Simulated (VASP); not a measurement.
# Ti (I4/mmm) in VASP: single point with PBEsol

Aim: the single point of Ti with PBEsol.

Program: VASP 6.6.1. These are calculated values, not measurements. Logs are shortened: lines on timing, memory, paths and dates and some standing lists are left out, and cuts for length are marked.

## 1. The cell of the first run

It takes space group I4/mmm (No. 139, tetragonal). Conventional cell: a = 2.834 Å, b = 2.834 Å, c = 4.118 Å, α = 90.00°, β = 90.00°, γ = 90.00°. Ti (site symmetry 4/mmm) has 12 Ti at 2.83 to 2.87 Å within 3.7 Å.

## 2. Single point, PBEsol

The input, INCAR:

```
ALGO     = Normal         # electronic algorithm
EDIFF    = 1E-6           # SCF threshold, eV
ENCUT    = 500            # plane-wave cutoff, eV
GGA      = PS             # functional
GGA_COMPAT= False        
ISIF     = 2              # what is computed and relaxed
ISMEAR   = 0              # smearing method
LASPH    = True           # aspherical terms in the spheres
LCHARG   = False          # write CHGCAR
LREAL    = False          # projectors in reciprocal space
LWAVE    = False          # write WAVECAR
NBANDS   = 12             # bands
NELM     = 120            # most SCF steps
PREC     = Accurate       # precision mode
SIGMA    = 0.15           # smearing width, eV
```

The input, KPOINTS:

```
k-points
0
Gamma
  22 22 22
```

The input, POSCAR:

```
Ti
1.0
   -1.4170105461      1.4170105461      2.0589163235
    1.4170105461     -1.4170105461      2.0589163235
    1.4170105461      1.4170105461     -2.0589163235
Ti
1
Direct
    0.0000000000      0.0000000000      0.0000000000
```

Potentials or basis: VASP PAW PBE potentials, release 64 (Ti_sv).

On the command line:

```console
$ cat potpaw_PBE.64/Ti_sv/POTCAR > POTCAR
$ mpirun -np 1 vasp_std > vasp.out
```

OUTCAR:

```text
EDIFF = 1E-6
   ENCUT = 500
   GGA = PS
   ISIF = 2
   ISMEAR = 0
   LASPH = True
   LREAL = False
   NELM = 120
   PREC = Accurate

 ion  position               nearest neighbor table
   1  0.000  0.000  0.000-

  LATTYP: Found a body centered tetragonal cell.
 ALAT       =     2.8340210922
 C/A-ratio  =     1.4530000000

  Lattice vectors:

 A1 = (  -1.4170105461,   1.4170105461,   2.0589163235)
 A2 = (   1.4170105461,  -1.4170105461,   2.0589163235)
 A3 = (   1.4170105461,   1.4170105461,  -2.0589163235)

Analysis of symmetry for initial positions (statically):
=====================================================================
 Subroutine PRICEL returns:
 Original cell was already a primitive cell.

 Routine SETGRP: Setting up the symmetry group for a
 body centered tetragonal supercell.

 Subroutine GETGRP returns: Found 16 space group operations
 (whereof 16 operations were pure point group operations)
 out of a pool of 16 trial point group operations.

The static configuration has the point symmetry D_4h.

Analysis of symmetry for dynamics (positions and initial velocities):
=====================================================================
 Subroutine PRICEL returns:
 Original cell was already a primitive cell.

 Routine SETGRP: Setting up the symmetry group for a
 body centered tetragonal supercell.

 Subroutine GETGRP returns: Found 16 space group operations
 (whereof 16 operations were pure point group operations)
 out of a pool of 16 trial point group operations.

The dynamic configuration has the point symmetry D_4h.

 Subroutine INISYM returns: Found 16 space group operations
 (whereof 16 operations are pure point group operations),
 and found     1 'primitive' translations

----------------------------------------------------------------------------------------

                                     Primitive cell

  volume of cell :      16.5365

  direct lattice vectors                    reciprocal lattice vectors
    -1.417010546  1.417010546  2.058916324     0.000000000  0.352855525  0.242846197
     1.417010546 -1.417010546  2.058916324     0.352855525  0.000000000  0.242846197
     1.417010546  1.417010546 -2.058916324     0.352855525  0.352855525  0.000000000

  length of vectors
     2.873147090  2.873147090  2.873147090     0.428347169  0.428347169  0.499013069

  position of ions in fractional coordinates (direct lattice)
     0.000000000  0.000000000  0.000000000

[... 83 lines left out ...]
   POTIM  = 0.5000    time-step for ionic-motion
   TEBEG  =    0.0;   TEEND  =   0.0 temperature during run
   PSTRESS=    0.0 pullay stress
   NELECT =      12.0000    total number of electrons
   NUPDOWN=      -1.0000    fix difference up-down
   EMIN   =  10.00;   EMAX   =-10.00  energy-range for DOS
   EFERMI =   0.00;   METHOD = LEGACY
   ISMEAR =     0;   SIGMA  =   0.15  broadening in eV -4-tet -1-fermi 0-gaus
   EFERMI_NEDOS =   21; number of points for ismear=-14 and -15
   IALGO  =     38    algorithm
   IMIX   =      4    mixing-type and parameters
     AMIX     =   0.40;   BMIX     =  1.00
     AMIX_MAG =   1.60;   BMIX_MAG =  1.00
  volume/ion in A,a.u.               =      16.54       111.59
  Fermi-wavevector in a.u.,A,eV,Ry     =   1.471139  2.780049 29.446397  2.164249
  Thomas-Fermi vector in A             =   2.586311
   LORBIT       =      0    0 simple, 1 ext, 2 COOP (PROOUT), +10 PAW based schemes
   GGA     = PS    functional components
   LHFCALC =     F    Hartree Fock is set to
   AEXX    =    0.0000 exact exchange contribution
   IVDW    =     0    specifies the selected vdW correction
   LEPSILON=     F    determine dielectric tensor
   LRPA    =     F    only Hartree local field effects (RPA)
 non-spin polarized calculation
 Gauss-broadening in eV      SIGMA  =   0.15
  energy-cutoff  :      500.00
  volume of cell :       16.54
 maximum number of plane-waves:       435
 NGX is ok and might be reduce to    24
   NGX = 11   NGY = 11   NGZ = 11

 number of electron      12.0000002 magnetization

 Free energy of the ion-electron system (eV)
  ---------------------------------------------------
  ext. energy  EPLUGINS =         0.00000000
  ---------------------------------------------------
  free energy    TOTEN  =        -8.29143365 eV

  energy without entropy =       -8.27263421  energy(sigma->0) =       -8.28203393

 E-fermi :   8.6213     XC(G=0): -11.8725

 val. band max:        8.6211202329   @ k =   0.3182  -0.0000   0.0000
 cond. band min:       8.6240772719   @ k =   0.3636   0.2273   0.1818
 fundamental gap:      0.0029570390
 Fermi energy:         8.6213295799

 k-point     1 :       0.0000    0.0000    0.0000
  band No.  band energies     occupation
      1     -47.7738      2.00000
      2     -23.6691      2.00000
      3     -23.6634      2.00000
      4     -23.6634      2.00000
      5       2.4116      2.00000
      6       9.3777      0.00000
      7       9.6084      0.00000
      8       9.6084      0.00000
      9      11.1258      0.00000
     10      11.3960      0.00000
     11      24.1749      0.00000
     12      28.3879      0.00000
[... 331 lines left out ...]
 k-point    24 :      -0.4545    0.0455   -0.0000
  band No.  band energies     occupation
      1     -47.6254      2.00000
      2     -24.4295      2.00000
      3     -23.7844      2.00000
      4     -23.7548      2.00000
      5       5.9009      2.00000
      6       9.0604      0.00003
      7       9.3423      0.00000
      8       9.5677      0.00000
      9      12.3393      0.00000
     10      12.4372      0.00000
     11      17.7312      0.00000
     12      23.5690      0.00000

 [... further k-points ...]

------------------------ aborting loop because EDIFF is reached ----------------------------------------

  FORCE on cell =-STRESS in cart. coord.  units (eV):
  Direction    XX          YY          ZZ          XY          YZ          ZX
  --------------------------------------------------------------------------------------
  -------------------------------------------------------------------------------------
  Total        0.1077699      0.1077699      0.0107524      0.0000000      0.0000000      0.0000000
  in kB       10.4415059     10.4415059      1.0417709      0.0000000      0.0000000      0.0000000
  external PRESSURE =       7.3082609 kB  Pullay stress =       0.0000000 kB

 VOLUME and BASIS-vectors are now :
 -----------------------------------------------------------------------------
  energy-cutoff  :      500.00
  volume of cell :       16.54
      direct lattice vectors                 reciprocal lattice vectors
    -1.417010546  1.417010546  2.058916324     0.000000000  0.352855525  0.242846197
     1.417010546 -1.417010546  2.058916324     0.352855525  0.000000000  0.242846197
     1.417010546  1.417010546 -2.058916324     0.352855525  0.352855525  0.000000000

 POSITION                                       TOTAL-FORCE (eV/Angst)
 -----------------------------------------------------------------------------------
      0.00000      0.00000      0.00000         0.000000     -0.000000      0.000000
 -----------------------------------------------------------------------------------
    total drift:                               -0.000000      0.000000      0.000000

  FREE ENERGIE OF THE ION-ELECTRON SYSTEM (eV)
  ---------------------------------------------------
  free  energy   TOTEN  =        -8.2914336481 eV

  energy  without entropy=       -8.2726342089  energy(sigma->0) =       -8.28203393
```

stdout:

```text
POSCAR found type information on POSCAR Ti
 POSCAR found :  1 types and       1 ions
 scaLAPACK will be used
 -----------------------------------------------------------------------------
|                                                                             |
|                                                                             |
|     You enforced a specific xc type in the INCAR file but a different       |
|     I HOPE YOU KNOW WHAT YOU ARE DOING!                                     |
|                                                                             |
 -----------------------------------------------------------------------------

 LDA part: xc-table for (Slater+PW92), standard interpolation
 POSCAR, INCAR and KPOINTS ok, starting setup
 FFT: planning ... GRIDC
 FFT: planning ... GRID_SOFT
 FFT: planning ... GRID
 WAVECAR not read
 entering main loop
```

Run time: 2.7 min. Hardware: 1 thread of AMD EPYC 7R43 (Zen 3), shared host; peak memory 0.22 GiB.

Results:

```yaml
Free_energy: -8.2914 eV
Pressure: 0.7 GPa
Band_gap_on_the_k_mesh: zero (bands 6 and 7 overlap by 1.37 eV)
```

Levels at points of the mesh, in eV from the Fermi level:
| k point | band 3 | band 4 | band 5 | band 6 | band 7 | band 8 | band 9 | band 10 |
| --- | --- | --- | --- | --- | --- | --- | --- | --- |
| (0.00, 0.00, 0.00) | -32.28 | -32.28 | -6.21 | 0.76 | 0.99 | 0.99 | 2.50 | 2.77 |
| (0.50, 0.00, 0.00) | -32.40 | -32.37 | -2.71 | 0.65 | 0.78 | 0.90 | 3.76 | 3.86 |
| (0.50, 0.50, 0.00) | -32.60 | -32.56 | -2.75 | -1.86 | 3.25 | 3.78 | 4.03 | 4.21 |
| (0.50, 0.50, 0.50) | -32.54 | -32.54 | -2.77 | -1.81 | 2.73 | 3.80 | 4.11 | 4.11 |

Caveat: the PAW data sets were made with another functional, which shifts forces and pressure a little.
